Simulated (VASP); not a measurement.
# MgO (Fm-3m) in VASP: notebook

MgO is run at these levels: LDA; tasks: single point, relaxation of volume and atoms at fixed shape.

Program: VASP 6.6.1. These are calculated values, not measurements. Logs are shortened: lines on timing, memory, paths and dates and some standing lists are left out, and cuts for length are marked.

## 1. The cell of the first run

Symmetry: Fm-3m, No. 225, cubic system. The conventional cell has a = 4.159 Å, b = 4.159 Å, c = 4.159 Å, α = 90.00°, β = 90.00°, γ = 90.00°. Within 2.8 Å of Mg (site symmetry m-3m) lie 6 O at 2.08 Å. O (site symmetry m-3m) has 6 Mg at 2.08 Å within 2.8 Å.

## 2. Single point, LDA

Input file INCAR:

```
PREC = Accurate
ENCUT = 520
EDIFF = 1E-6
ISMEAR = 1
SIGMA = 0.1
LREAL = False
LASPH = True
NELM = 100
ALGO = Normal
ISIF = 2
LWAVE = False
LCHARG = False
GGA = CA
NBANDS = 26
```

Input file KPOINTS:

```
regular mesh
0
Gamma
  8 8 8
```

Input file POSCAR:

```
MgO
1.0
    4.1591916552      0.0000000000      0.0000000000
    0.0000000000      4.1591916552      0.0000000000
    0.0000000000      0.0000000000      4.1591916552
Mg O
4 4
Direct
    0.0000000000      0.0000000000      0.0000000000
    0.0000000000      0.5000000000      0.5000000000
    0.5000000000      0.0000000000      0.5000000000
    0.5000000000      0.5000000000      0.0000000000
    0.5000000000      0.0000000000      0.0000000000
    0.5000000000      0.5000000000      0.5000000000
    0.0000000000      0.0000000000      0.5000000000
    0.0000000000      0.5000000000      0.0000000000
```

Potentials or basis: VASP PAW LDA potentials, release 64 (Mg, O).

Run with:

```console
$ cat potpaw_LDA.64/Mg/POTCAR potpaw_LDA.64/O/POTCAR > POTCAR
$ mpirun -np 1 vasp_std > vasp.out
```

OUTCAR:

```text
PREC = Accurate
   ENCUT = 520
   EDIFF = 1E-6
   ISMEAR = 1
   LREAL = False
   LASPH = True
   NELM = 100
   ISIF = 2
   GGA = CA

 ion  position               nearest neighbor table
   1  0.000  0.000  0.000-   5 2.08   7 2.08   8 2.08   7 2.08   8 2.08   5 2.08   2 2.94   3 2.94
                             2 2.94   2 2.94   4 2.94   3 2.94   2 2.94   3 2.94   4 2.94   4 2.94
   2  0.000  0.500  0.500-   6 2.08   7 2.08   8 2.08   8 2.08   7 2.08   6 2.08   1 2.94   4 2.94
                             1 2.94   1 2.94   3 2.94   3 2.94   1 2.94   3 2.94   4 2.94   4 2.94
   3  0.500  0.000  0.500-   5 2.08   6 2.08   7 2.08   5 2.08   6 2.08   7 2.08   1 2.94   4 2.94
                             1 2.94   2 2.94   4 2.94   2 2.94   4 2.94   1 2.94   2 2.94   4 2.94
   4  0.500  0.500  0.000-   5 2.08   6 2.08   8 2.08   6 2.08   5 2.08   8 2.08   2 2.94   3 2.94
                             1 2.94   1 2.94   3 2.94   2 2.94   3 2.94   1 2.94   2 2.94   3 2.94
   5  0.500  0.000  0.000-   1 2.08   3 2.08   4 2.08   3 2.08   4 2.08   1 2.08
   6  0.500  0.500  0.500-   2 2.08   3 2.08   4 2.08   4 2.08   3 2.08   2 2.08
   7  0.000  0.000  0.500-   1 2.08   2 2.08   3 2.08   1 2.08   2 2.08   3 2.08
   8  0.000  0.500  0.000-   1 2.08   2 2.08   4 2.08   2 2.08   1 2.08   4 2.08

  LATTYP: Found a simple cubic cell.
 ALAT       =     4.1591916552

  Lattice vectors:

 A1 = (   4.1591916552,   0.0000000000,   0.0000000000)
 A2 = (   0.0000000000,   4.1591916552,   0.0000000000)
 A3 = (   0.0000000000,   0.0000000000,   4.1591916552)

Analysis of symmetry for initial positions (statically):
=====================================================================
 Subroutine PRICEL returns following result:

  LATTYP: Found a face centered cubic cell.
 ALAT       =     4.1591916552

  Lattice vectors:

 A1 = (   2.0795958276,  -2.0795958276,   0.0000000000)
 A2 = (   2.0795958276,   0.0000000000,   2.0795958276)
 A3 = (   0.0000000000,  -2.0795958276,   2.0795958276)

   4 primitive cells build up your supercell.

 Routine SETGRP: Setting up the symmetry group for a
 simple cubic supercell.

 Subroutine GETGRP returns: Found 48 space group operations
 (whereof 48 operations were pure point group operations)
 out of a pool of 48 trial point group operations.

The static configuration has the point symmetry O_h .

Analysis of symmetry for dynamics (positions and initial velocities):
=====================================================================
[... 121 lines left out ...]
   LREAL  =      F    real-space projection
   EDIFFG = 0.1E-04   stopping-criterion for IOM
   NSW    =      0    number of steps for IOM
   IBRION =     -1    ionic relax: 0-MD 1-quasi-New 2-CG
   NFREE  =      0    steps in history (QN), initial steepest desc. (CG)
   ISIF   =      2    stress and relaxation
   ISYM   =      2    0-nonsym 1-usesym 2-fastsym
   POTIM  = 0.5000    time-step for ionic-motion
   TEBEG  =    0.0;   TEEND  =   0.0 temperature during run
   PSTRESS=    0.0 pullay stress
   NELECT =      32.0000    total number of electrons
   NUPDOWN=      -1.0000    fix difference up-down
   EMIN   =  10.00;   EMAX   =-10.00  energy-range for DOS
   EFERMI =   0.00;   METHOD = LEGACY
   ISMEAR =     1;   SIGMA  =   0.10  broadening in eV -4-tet -1-fermi 0-gaus
   EFERMI_NEDOS =   21; number of points for ismear=-14 and -15
   IALGO  =     38    algorithm
   IMIX   =      4    mixing-type and parameters
     AMIX     =   0.40;   BMIX     =  1.00
     AMIX_MAG =   1.60;   BMIX_MAG =  1.00
  volume/ion in A,a.u.               =       8.99        60.69
  Fermi-wavevector in a.u.,A,eV,Ry     =   1.249633  2.361464 21.246629  1.561583
  Thomas-Fermi vector in A             =   2.383665
   LORBIT       =      0    0 simple, 1 ext, 2 COOP (PROOUT), +10 PAW based schemes
   GGA     = CA    functional components
   LHFCALC =     F    Hartree Fock is set to
   AEXX    =    0.0000 exact exchange contribution
   IVDW    =     0    specifies the selected vdW correction
   LEPSILON=     F    determine dielectric tensor
   LRPA    =     F    only Hartree local field effects (RPA)
 non-spin polarized calculation
 Methfessel and Paxton  Order N= 1 SIGMA  =   0.10
  energy-cutoff  :      520.00
  volume of cell :       71.95
 maximum number of plane-waves:      1964
 NGX is ok and might be reduce to    32
   NGX = 15   NGY = 15   NGZ = 15

 number of electron      32.0000014 magnetization

 Free energy of the ion-electron system (eV)
  ---------------------------------------------------
  ext. energy  EPLUGINS =         0.00000000
  ---------------------------------------------------
  free energy    TOTEN  =       -53.77879034 eV

  energy without entropy =      -53.77966802  energy(sigma->0) =      -53.77908290

 E-fermi :   3.1991     XC(G=0): -11.7759

 val. band max:        3.1747825533   @ k =   0.0000   0.0000   0.0000
 cond. band min:       8.2093616645   @ k =   0.0000   0.0000   0.0000
 fundamental gap:      5.0345791112
 Fermi energy:         3.1991191812

 k-point     1 :       0.0000    0.0000    0.0000
  band No.  band energies     occupation
      1     -14.0311      2.00000
      2     -12.2916      2.00000
      3     -12.2916      2.00000
      4     -12.2916      2.00000
      5      -1.1381      2.00000
      6      -1.1381      2.00000
[... 685 lines left out ...]
     25      16.8953      0.00000
     26      16.8953      0.00000

 [... further k-points ...]
[... 5 lines left out ...]
  --------------------------------------------------------------------------------------
  -------------------------------------------------------------------------------------
  Total       -0.7832658     -0.7832658     -0.7832658      0.0000000     -0.0000000     -0.0000000
  in kB      -17.4418653    -17.4418653    -17.4418653      0.0000000     -0.0000000     -0.0000000
  external PRESSURE =     -17.4418653 kB  Pullay stress =       0.0000000 kB

 VOLUME and BASIS-vectors are now :
 -----------------------------------------------------------------------------
  energy-cutoff  :      520.00
  volume of cell :       71.95
      direct lattice vectors                 reciprocal lattice vectors
     4.159191655  0.000000000  0.000000000     0.240431334  0.000000000  0.000000000
     0.000000000  4.159191655  0.000000000     0.000000000  0.240431334  0.000000000
     0.000000000  0.000000000  4.159191655     0.000000000  0.000000000  0.240431334

 POSITION                                       TOTAL-FORCE (eV/Angst)
 -----------------------------------------------------------------------------------
      0.00000      0.00000      0.00000        -0.000000      0.000000     -0.000000
      0.00000      2.07960      2.07960        -0.000000     -0.000000     -0.000000
      2.07960      0.00000      2.07960        -0.000000      0.000000      0.000000
      2.07960      2.07960      0.00000         0.000000      0.000000      0.000000
      2.07960      0.00000      0.00000        -0.000000     -0.000000      0.000000
      2.07960      2.07960      2.07960        -0.000000      0.000000     -0.000000
      0.00000      0.00000      2.07960         0.000000     -0.000000      0.000000
      0.00000      2.07960      0.00000         0.000000      0.000000     -0.000000
 -----------------------------------------------------------------------------------
    total drift:                                0.000000      0.000000     -0.000000

  FREE ENERGIE OF THE ION-ELECTRON SYSTEM (eV)
  ---------------------------------------------------
  free  energy   TOTEN  =       -53.7787903372 eV

  energy  without entropy=      -53.7796680218  energy(sigma->0) =      -53.77908290
```

OSZICAR:

```text
N       E                     dE             d eps       ncg     rms          rms(c)
DAV:   1     0.127532572568E+03    0.12753E+03   -0.15966E+04  1892   0.113E+03
DAV:   2    -0.518058828825E+02   -0.17934E+03   -0.17184E+03  2404   0.245E+02
DAV:   3    -0.600682532957E+02   -0.82624E+01   -0.82273E+01  2368   0.515E+01
DAV:   4    -0.601107083296E+02   -0.42455E-01   -0.42438E-01  2030   0.423E+00
DAV:   5    -0.601108798232E+02   -0.17149E-03   -0.17149E-03  2096   0.270E-01    0.142E+01
DAV:   6    -0.540106615069E+02    0.61002E+01   -0.19210E+01  1898   0.272E+01    0.432E+00
DAV:   7    -0.538766906822E+02    0.13397E+00   -0.32829E-01  1844   0.401E+00    0.263E+00
DAV:   8    -0.537821302726E+02    0.94560E-01   -0.12900E-01  1902   0.314E+00    0.556E-01
DAV:   9    -0.537791429067E+02    0.29874E-02   -0.43883E-03  2232   0.486E-01    0.219E-01
DAV:  10    -0.537787893476E+02    0.35356E-03   -0.10984E-03  1982   0.225E-01    0.696E-03
DAV:  11    -0.537787903372E+02   -0.98960E-06   -0.87641E-06  2180   0.186E-02
   1 F= -.53778790E+02 E0= -.53779083E+02  d E =0.877685E-03
```

Wall time 45 s (1 thread of Intel Xeon 8259CL, shared host); peak memory 0.18 GiB.

What came out:

| Property | Result |
| --- | --- |
| Free energy | -53.7788 eV |
| Pressure | -1.7 GPa |
| Band gap on the k mesh | 5.03 eV |

## 3. Relaxation of volume and atoms at fixed shape, LDA

This run uses another cell than the first one, of 9.33 Å³/atom.

Input file INCAR:

```
  PREC = Accurate
  ENCUT = 600
  EDIFF = 1E-6
  ISMEAR = 1
  SIGMA = 0.1
  LREAL = False
  LASPH = True
  NELM = 60
  ALGO = Normal
  ISIF = 8
  LWAVE = False
  LCHARG = False
  IBRION = 2
  NSW = 80
  EDIFFG = -0.01
```

Input file KPOINTS:

```
Automatic mesh
0
Gamma
  8 8 8
```

POSCAR, as its differences from that of step 2:

```diff
@@ -2,5 +2,5 @@
 1.0
-    4.1591916552      0.0000000000      0.0000000000
-    0.0000000000      4.1591916552      0.0000000000
-    0.0000000000      0.0000000000      4.1591916552
+    4.2100000000      0.0000000000      0.0000000000
+    0.0000000000      4.2100000000      0.0000000000
+    0.0000000000      0.0000000000      4.2100000000
 Mg O
```

Potentials or basis: VASP PAW LDA potentials, release 64 (Mg, O).

Run with:

```console
$ cat potpaw_LDA.64/Mg/POTCAR potpaw_LDA.64/O/POTCAR > POTCAR
$ mpirun -np 1 vasp_std > vasp.out
```

OUTCAR:

```text
PREC = Accurate
   ENCUT = 600
   EDIFF = 1E-6
   ISMEAR = 1
   LREAL = False
   LASPH = True
   NELM = 60
   ISIF = 8
   IBRION = 2
   NSW = 80
   EDIFFG = -0.01

 ion  position               nearest neighbor table
   1  0.000  0.000  0.000-   5 2.10   7 2.10   8 2.10   7 2.10   8 2.10   5 2.10   2 2.98   3 2.98
                             2 2.98   2 2.98   4 2.98   3 2.98   2 2.98   3 2.98   4 2.98   4 2.98
   2  0.000  0.500  0.500-   6 2.10   7 2.10   8 2.10   8 2.10   7 2.10   6 2.10   1 2.98   4 2.98
                             1 2.98   1 2.98   3 2.98   3 2.98   1 2.98   3 2.98   4 2.98   4 2.98
   3  0.500  0.000  0.500-   5 2.10   6 2.10   7 2.10   5 2.10   6 2.10   7 2.10   1 2.98   4 2.98
                             1 2.98   2 2.98   4 2.98   2 2.98   4 2.98   1 2.98   2 2.98   4 2.98
   4  0.500  0.500  0.000-   5 2.10   6 2.10   8 2.10   6 2.10   5 2.10   8 2.10   2 2.98   3 2.98
                             1 2.98   1 2.98   3 2.98   2 2.98   3 2.98   1 2.98   2 2.98   3 2.98
   5  0.500  0.000  0.000-   1 2.10   3 2.10   4 2.10   3 2.10   4 2.10   1 2.10
   6  0.500  0.500  0.500-   2 2.10   3 2.10   4 2.10   4 2.10   3 2.10   2 2.10
   7  0.000  0.000  0.500-   1 2.10   2 2.10   3 2.10   1 2.10   2 2.10   3 2.10
   8  0.000  0.500  0.000-   1 2.10   2 2.10   4 2.10   2 2.10   1 2.10   4 2.10

  LATTYP: Found a simple cubic cell.
 ALAT       =     4.2100000000

  Lattice vectors:

 A1 = (   4.2100000000,   0.0000000000,   0.0000000000)
[... 204 lines left out ...]
  Direction    XX          YY          ZZ          XY          YZ          ZX
  --------------------------------------------------------------------------------------
  -------------------------------------------------------------------------------------
  Total       -3.6514578     -3.6514578     -3.6514578     -0.0000000     -0.0000000      0.0000000
  in kB      -78.4026218    -78.4026218    -78.4026218     -0.0000000     -0.0000000      0.0000000
  external PRESSURE =     -78.4026218 kB  Pullay stress =       0.0000000 kB
[... 71 lines left out ...]
--------------------------------------- Ionic step        3  -------------------------------------------

 number of electron      31.9999985 magnetization

 Free energy of the ion-electron system (eV)
  ---------------------------------------------------
  ext. energy  EPLUGINS =         0.00000000
  ---------------------------------------------------
  free energy    TOTEN  =       -53.80471195 eV

  energy without entropy =      -53.80556992  energy(sigma->0) =      -53.80499794

 E-fermi :   3.2850     XC(G=0): -11.8309

 val. band max:        3.2610564404   @ k =   0.0000   0.0000   0.0000
 cond. band min:       8.4137544042   @ k =   0.0000   0.0000   0.0000
 fundamental gap:      5.1526979639
 Fermi energy:         3.2850356411

 k-point     1 :       0.0000    0.0000    0.0000
  band No.  band energies     occupation
      1     -14.0051      2.00000
      2     -12.2319      2.00000
      3     -12.2319      2.00000
      4     -12.2319      2.00000
      5      -1.0997      2.00000
      6      -1.0997      2.00000
[... 565 lines left out ...]
     20      13.1987      0.00000
     21      15.2504      0.00000

 [... further k-points ...]
[... 5 lines left out ...]
  --------------------------------------------------------------------------------------
  -------------------------------------------------------------------------------------
  Total       -0.0112660     -0.0112660     -0.0112660     -0.0000000     -0.0000000     -0.0000000
  in kB       -0.2537162     -0.2537162     -0.2537162     -0.0000000     -0.0000000     -0.0000000
  external PRESSURE =      -0.2537162 kB  Pullay stress =       0.0000000 kB
[... 23 lines left out ...]
  FREE ENERGIE OF THE ION-ELECTRON SYSTEM (eV)
  ---------------------------------------------------
  free  energy   TOTEN  =       -53.8047119520 eV

  energy  without entropy=      -53.8055699249  energy(sigma->0) =      -53.80499794

 reached required accuracy - stopping structural energy minimisation
```

OSZICAR:

```text
N       E                     dE             d eps       ncg     rms          rms(c)
DAV:   1     0.175427433920E+03    0.17543E+03   -0.17664E+04  1502   0.156E+03
DAV:   2    -0.488376804030E+02   -0.22427E+03   -0.21458E+03  2032   0.298E+02
DAV:   3    -0.599149840534E+02   -0.11077E+02   -0.11048E+02  1785   0.711E+01
[... 21 lines left out ...]
DAV:   3    -0.538051440022E+02    0.76889E-03   -0.49019E-03  1575   0.577E-01    0.120E-01
DAV:   4    -0.538047244761E+02    0.41953E-03   -0.42074E-04  1695   0.165E-01    0.333E-02
DAV:   5    -0.538047135307E+02    0.10945E-04   -0.10667E-04  1665   0.694E-02    0.118E-02
DAV:   6    -0.538047119542E+02    0.15765E-05   -0.70140E-06  1625   0.181E-02    0.831E-04
DAV:   7    -0.538047119520E+02    0.22139E-08   -0.88800E-08   865   0.217E-03
   3 F= -.53804712E+02 E0= -.53804998E+02  d E =-.878710E-01
```

CONTCAR:

```text
MgO
   1.00000000000000
     4.1436017566432071    0.0000000000000000    0.0000000000000000
     0.0000000000000000    4.1436017566432071    0.0000000000000000
     0.0000000000000000    0.0000000000000000    4.1436017566432071
  Mg              O
     4     4
Direct
     0.0000000000000000    0.0000000000000000    0.0000000000000000
     0.0000000000000000    0.5000000000000000    0.5000000000000000
     0.5000000000000000    0.0000000000000000    0.5000000000000000
     0.5000000000000000    0.5000000000000000    0.0000000000000000
     0.5000000000000000    0.0000000000000000    0.0000000000000000
     0.5000000000000000    0.5000000000000000    0.5000000000000000
     0.0000000000000000    0.0000000000000000    0.5000000000000000
     0.0000000000000000    0.5000000000000000    0.0000000000000000

  0.00000000E+00  0.00000000E+00  0.00000000E+00
  0.00000000E+00  0.00000000E+00  0.00000000E+00
  0.00000000E+00  0.00000000E+00  0.00000000E+00
  0.00000000E+00  0.00000000E+00  0.00000000E+00
  0.00000000E+00  0.00000000E+00  0.00000000E+00
  0.00000000E+00  0.00000000E+00  0.00000000E+00
  0.00000000E+00  0.00000000E+00  0.00000000E+00
  0.00000000E+00  0.00000000E+00  0.00000000E+00
```

Wall time 2.7 min (1 thread of Intel Xeon 8259CL, shared host); peak memory 0.21 GiB.

Results:

* Free energy: -53.8047 eV
* Relaxed volume: 8.89 Å³/atom
* Relaxed cell: a = 4.144 Å, b = 4.144 Å, c = 4.144 Å, α = 90.00°, β = 90.00°, γ = 90.00°
* Space group after relaxing (to 0.1 Å): Fm-3m (No. 225)
* Energy gained by relaxing: 11.0 meV/atom
* Ionic steps: 3
* Pressure after relaxing: 0.0 GPa
* Band gap on the k mesh: 5.15 eV

Step by step:
```
step  energy change (eV)  largest force (eV/Å)  pressure (GPa)  volume (Å³)
   1              0.0000                0.0000           -7.84        74.62
   2             -0.0734                0.0000            3.53        69.80
   3             -0.0879                0.0000           -0.03        71.14
```

Final structure:
```
Mg O
1.0
     4.14360    0.00000    0.00000
     0.00000    4.14360    0.00000
     0.00000    0.00000    4.14360
Mg O
4 4
Direct
  0.00000 0.00000 0.00000
  0.00000 0.50000 0.50000
  0.50000 0.00000 0.50000
  0.50000 0.50000 0.00000
  0.50000 0.00000 0.00000
  0.50000 0.50000 0.50000
  0.00000 0.00000 0.50000
  0.00000 0.50000 0.00000
```

A k mesh can miss the band edges.
